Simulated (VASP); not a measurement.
# Au (P4/mmm) in VASP: single point with PBE

Aim: the single point of Au with PBE.

All numbers are computed with VASP 6.6.1; they aren't measurements. Logs are shortened: lines on timing, memory, paths and dates and some standing lists are left out, and cuts for length are marked.

### 1 The cell of the first run

The typed cell holds 1 atom: a = 2.731 Å, b = 2.731 Å, c = 2.735 Å, α = 90.00°, β = 90.00°, γ = 90.00°.

### 2 Single point, PBE

Input file INCAR:

```
SYSTEM = Au
PREC     = Accurate       ! precision mode
ENCUT    = 520            ! plane-wave cutoff, eV
EDIFF    = 1E-6           ! SCF threshold, eV
ISMEAR   = 0              ! smearing method
SIGMA    = 0.1            ! smearing width, eV
LREAL    = .FALSE.        ! projectors in reciprocal space
LASPH    = .TRUE.         ! aspherical terms in the spheres
NELM     = 80             ! most SCF steps
ALGO     = Normal         ! electronic algorithm
ISIF     = 2              ! what is computed and relaxed
LWAVE    = .FALSE.        ! write WAVECAR
LCHARG   = .TRUE.         ! write CHGCAR
GGA      = PE             ! functional
LELF     = .TRUE.         ! ELF
LVHAR    = .TRUE.       
NBANDS   = 12             ! bands
```

Input file KPOINTS:

```
regular mesh
0
G
  6 6 6
  0 0 0
```

Input file POSCAR:

```
Au
1.0
    2.7313177437      0.0000000000      0.0000000000
    0.0000000000      2.7313177437      0.0000000000
    0.0000000000      0.0000000000      2.7345052093
Au
1
Direct
    0.0000000000      0.0000000000      0.5000000000
```

Potentials or basis: VASP PAW PBE potentials, release 64 (Au).

The run is started by

```bash
$ cat potpaw_PBE.64/Au/POTCAR > POTCAR
$ mpirun -np 1 vasp_std > vasp.out
```

OUTCAR:

```text
SYSTEM = Au
   PREC = Accurate
   ENCUT = 520
   EDIFF = 1E-6
   ISMEAR = 0
   LREAL = .FALSE.
   LASPH = .TRUE.
   NELM = 80
   ISIF = 2
   GGA = PE

 ion  position               nearest neighbor table
   1  0.000  0.000  0.500-

  LATTYP: Found a simple tetragonal cell.
 ALAT       =     2.7313177437
 C/A-ratio  =     1.0011670065

  Lattice vectors:

 A1 = (   2.7313177437,   0.0000000000,   0.0000000000)
 A2 = (   0.0000000000,   2.7313177437,   0.0000000000)
 A3 = (   0.0000000000,   0.0000000000,   2.7345052093)

Analysis of symmetry for initial positions (statically):
=====================================================================
 Subroutine PRICEL returns:
 Original cell was already a primitive cell.

 Routine SETGRP: Setting up the symmetry group for a
 simple tetragonal supercell.

 Subroutine GETGRP returns: Found 16 space group operations
 (whereof 16 operations were pure point group operations)
 out of a pool of 16 trial point group operations.

The static configuration has the point symmetry D_4h.

Analysis of symmetry for dynamics (positions and initial velocities):
=====================================================================
 Subroutine PRICEL returns:
 Original cell was already a primitive cell.

 Routine SETGRP: Setting up the symmetry group for a
 simple tetragonal supercell.

 Subroutine GETGRP returns: Found 16 space group operations
 (whereof 16 operations were pure point group operations)
 out of a pool of 16 trial point group operations.

The dynamic configuration has the point symmetry D_4h.

 Subroutine INISYM returns: Found 16 space group operations
 (whereof 16 operations are pure point group operations),
 and found     1 'primitive' translations

----------------------------------------------------------------------------------------

                                     Primitive cell

  volume of cell :      20.3997

  direct lattice vectors                    reciprocal lattice vectors
     2.731317744  0.000000000  0.000000000     0.366123642  0.000000000  0.000000000
     0.000000000  2.731317744  0.000000000     0.000000000  0.366123642  0.000000000
     0.000000000  0.000000000  2.734505209     0.000000000  0.000000000  0.365696871

  length of vectors
     2.731317744  2.731317744  2.734505209     0.366123642  0.366123642  0.365696871

  position of ions in fractional coordinates (direct lattice)
     0.000000000  0.000000000  0.500000000

  ion indices of the primitive-cell ions
   primitive index   ion index
                 1           1

----------------------------------------------------------------------------------------

 KPOINTS: regular mesh

Automatic generation of k-mesh.
 Grid dimensions read from file:
 generate k-points for:    6    6    6

 Generating k-lattice:

  Cartesian coordinates                     Fractional coordinates (reciprocal lattice)
     0.061020607  0.000000000  0.000000000     0.166666667  0.000000000  0.000000000
     0.000000000  0.061020607  0.000000000     0.000000000  0.166666667  0.000000000
     0.000000000  0.000000000  0.060949479     0.000000000  0.000000000  0.166666667

  Length of vectors
     0.061020607  0.061020607  0.060949479

  Shift w.r.t. Gamma in fractional coordinates (k-lattice)
     0.000000000  0.000000000  0.000000000

 Subroutine IBZKPT returns following result:
 ===========================================

 Found     40 irreducible k-points:

 Following reciprocal coordinates:
            Coordinates               Weight
  0.000000  0.000000  0.000000      1.000000
  0.166667  0.000000  0.000000      4.000000
  0.333333  0.000000  0.000000      4.000000
  0.500000  0.000000  0.000000      2.000000
  0.166667  0.166667  0.000000      4.000000
  0.333333  0.166667  0.000000      8.000000
[... 16 lines left out ...]
  0.333333  0.000000  0.333333      8.000000
  0.500000  0.000000  0.333333      4.000000
 [... further k-points ...]
   k-points           NKPTS =     40   k-points in BZ     NKDIM =     40   number of bands    NBANDS=     12
   number of dos      NEDOS =    301   number of ions     NIONS =      1
   total plane-waves  NPLWV =   8000
   dimension x,y,z NGX =    20 NGY =   20 NGZ =   20
   dimension x,y,z NGXF=    40 NGYF=   40 NGZF=   40
   ions per type =               1
   NGX,Y,Z   is equivalent  to a cutoff of  12.17, 12.17, 12.16 a.u.
   NGXF,Y,Z  is equivalent  to a cutoff of  24.35, 24.35, 24.32 a.u.
 SYSTEM =  Au
   PREC   = accura    normal or accurate (medium, high low for compatibility)
   ISTART =      0    job   : 0-new  1-cont  2-samecut
   ICHARG =      2    charge: 1-file 2-atom 10-const
   ISPIN  =      1    spin polarized calculation?
   LNONCOLLINEAR =      F non collinear calculations
   LSORBIT =      F    spin-orbit coupling
   LASPH  =      T    aspherical Exc in radial PAW
   ENCUT  =  520.0 eV  38.22 Ry    6.18 a.u.   5.08  5.08  5.08*2*pi/ulx,y,z
   NELM   =     80;   NELMIN=  2; NELMDL= -5     # of ELM steps
   EDIFF  = 0.1E-05   stopping-criterion for ELM
   LREAL  =      F    real-space projection
   EDIFFG = 0.1E-04   stopping-criterion for IOM
   NSW    =      0    number of steps for IOM
   IBRION =     -1    ionic relax: 0-MD 1-quasi-New 2-CG
   NFREE  =      0    steps in history (QN), initial steepest desc. (CG)
   ISIF   =      2    stress and relaxation
   ISYM   =      2    0-nonsym 1-usesym 2-fastsym
   POTIM  = 0.5000    time-step for ionic-motion
   TEBEG  =    0.0;   TEEND  =   0.0 temperature during run
   PSTRESS=    0.0 pullay stress
   NELECT =      11.0000    total number of electrons
   NUPDOWN=      -1.0000    fix difference up-down
   EMIN   =  10.00;   EMAX   =-10.00  energy-range for DOS
   EFERMI =   0.00;   METHOD = LEGACY
   ISMEAR =     0;   SIGMA  =   0.10  broadening in eV -4-tet -1-fermi 0-gaus
   EFERMI_NEDOS =   21; number of points for ismear=-14 and -15
   IALGO  =     38    algorithm
   IMIX   =      4    mixing-type and parameters
     AMIX     =   0.40;   BMIX     =  1.00
     AMIX_MAG =   1.60;   BMIX_MAG =  1.00
  volume/ion in A,a.u.               =      20.40       137.66
  Fermi-wavevector in a.u.,A,eV,Ry     =   1.332492  2.518045 24.157625  1.775535
  Thomas-Fermi vector in A             =   2.461423
   LORBIT       =      0    0 simple, 1 ext, 2 COOP (PROOUT), +10 PAW based schemes
   GGA     = PE    functional components
   LHFCALC =     F    Hartree Fock is set to
   AEXX    =    0.0000 exact exchange contribution
   IVDW    =     0    specifies the selected vdW correction
   LEPSILON=     F    determine dielectric tensor
   LRPA    =     F    only Hartree local field effects (RPA)
 non-spin polarized calculation
 Gauss-broadening in eV      SIGMA  =   0.10
  energy-cutoff  :      520.00
  volume of cell :       20.40
 maximum number of plane-waves:       560
   NGX = 11   NGY = 11   NGZ = 11

 number of electron      10.9999996 magnetization

 Free energy of the ion-electron system (eV)
  ---------------------------------------------------
  ext. energy  EPLUGINS =         0.00000000
  ---------------------------------------------------
  free energy    TOTEN  =        -3.06788328 eV

  energy without entropy =       -3.06036844  energy(sigma->0) =       -3.06412586

 E-fermi :   6.1735     XC(G=0): -11.5332

 val. band max:        6.1596511282   @ k =   0.5000   0.5000   0.1667
 cond. band min:       6.1999301158   @ k =   0.5000   0.3333   0.5000
 fundamental gap:      0.0402789876
 Fermi energy:         6.1735051968

 k-point     1 :       0.0000    0.0000    0.0000
  band No.  band energies     occupation
      1      -1.3938      2.00000
      2       0.7030      2.00000
      3       0.7121      2.00000
      4       4.9748      2.00000
      5       4.9748      2.00000
      6       4.9792      2.00000
      7      20.4071      0.00000
      8      20.4535      0.00000
      9      20.4535      0.00000
     10      25.3533      0.00000
     11      27.7649      0.00000
     12      27.7877      0.00000

 k-point     2 :       0.1667    0.0000    0.0000
  band No.  band energies     occupation
      1      -0.7770      2.00000
      2       0.8067      2.00000
      3       1.2818      2.00000
      4       4.5659      2.00000
      5       4.5713      2.00000
      6       5.0089      2.00000
      7      16.7393      0.00000
      8      21.4667      0.00000
      9      21.5128      0.00000
     10      25.9973      0.00000
     11      26.3688      0.00000
     12      31.2876      0.00000

 k-point     3 :       0.3333    0.0000    0.0000
  band No.  band energies     occupation
      1       0.2482      2.00000
      2       1.0080      2.00000
      3       3.3951      2.00000
      4       3.8404      2.00000
      5       3.8473      2.00000
      6       5.0778      2.00000
      7      11.9278      0.00000
      8      23.7406      0.00000
      9      23.8926      0.00000
     10      23.9393      0.00000
     11      25.8535      0.00000
     12      32.8405      0.00000
[... 286 lines left out ...]
 k-point    23 :       0.3333    0.0000    0.3333
  band No.  band energies     occupation
      1       1.1188      2.00000
      2       1.6307      2.00000
      3       3.8703      2.00000
      4       3.9870      2.00000
      5       4.0621      2.00000
      6       5.3780      2.00000
      7      13.3321      0.00000
      8      15.6672      0.00000
      9      21.9368      0.00000
     10      26.5045      0.00000
     11      27.7480      0.00000
     12      28.9033      0.00000

 k-point    24 :       0.5000    0.0000    0.3333
  band No.  band energies     occupation
      1       1.2451      2.00000
      2       1.3217      2.00000
      3       3.7109      2.00000
      4       4.0874      2.00000
      5       4.3885      2.00000
      6       9.0955      0.00000
      7       9.2860      0.00000
      8      16.7032      0.00000
      9      19.5006      0.00000
     10      25.9458      0.00000
     11      28.7230      0.00000
     12      29.4779      0.00000

 [... further k-points ...]

------------------------ aborting loop because EDIFF is reached ----------------------------------------

  FORCE on cell =-STRESS in cart. coord.  units (eV):
  Direction    XX          YY          ZZ          XY          YZ          ZX
  --------------------------------------------------------------------------------------
  -------------------------------------------------------------------------------------
  Total       -0.0037458     -0.0037458     -0.0304769      0.0000000      0.0000000      0.0000000
  in kB       -0.2941960     -0.2941960     -2.3936356      0.0000000      0.0000000      0.0000000
  external PRESSURE =      -0.9940092 kB  Pullay stress =       0.0000000 kB

 VOLUME and BASIS-vectors are now :
 -----------------------------------------------------------------------------
  energy-cutoff  :      520.00
  volume of cell :       20.40
      direct lattice vectors                 reciprocal lattice vectors
     2.731317744  0.000000000  0.000000000     0.366123642  0.000000000  0.000000000
     0.000000000  2.731317744  0.000000000     0.000000000  0.366123642  0.000000000
     0.000000000  0.000000000  2.734505209     0.000000000  0.000000000  0.365696871

 POSITION                                       TOTAL-FORCE (eV/Angst)
 -----------------------------------------------------------------------------------
      0.00000      0.00000      1.36725         0.000000      0.000000      0.000000
 -----------------------------------------------------------------------------------
    total drift:                                0.000000      0.000000     -0.000000

  FREE ENERGIE OF THE ION-ELECTRON SYSTEM (eV)
  ---------------------------------------------------
  free  energy   TOTEN  =        -3.0678832829 eV

  energy  without entropy=       -3.0603684442  energy(sigma->0) =       -3.06412586
```

Run time: 7.7 s. Hardware: 1 thread of Intel Xeon Platinum 8488C (Sapphire Rapids), shared host; peak memory 0.13 GiB.

Results:

| Quantity | Value |
| --- | --- |
| Free energy | -3.0679 eV |
| Pressure | -0.1 GPa |

Levels at points of the mesh, in eV from the Fermi level:
| k point | band 3 | band 4 | band 5 | band 6 | band 7 | band 8 |
| --- | --- | --- | --- | --- | --- | --- |
| (0.00, 0.00, 0.00) | -5.46 | -1.20 | -1.20 | -1.19 | 14.23 | 14.28 |
| (0.50, 0.00, 0.00) | -2.66 | -2.65 | -1.06 | -0.15 | 2.39 | 16.69 |
| (0.50, 0.50, 0.00) | -2.40 | -2.40 | -0.04 | 4.17 | 4.17 | 6.83 |
| (0.00, 0.00, 0.50) | -2.65 | -2.65 | -1.06 | -0.16 | 2.36 | 16.71 |
| (0.50, 0.00, 0.50) | -2.40 | -2.39 | -0.04 | 4.16 | 4.17 | 6.81 |
| (0.50, 0.50, 0.50) | -4.71 | 0.05 | 0.06 | 8.80 | 8.80 | 8.80 |

Caveat: the k points lie up to 0.38 Å⁻¹ apart; spin-orbit coupling is left out, which moves the levels of the heavy elements.
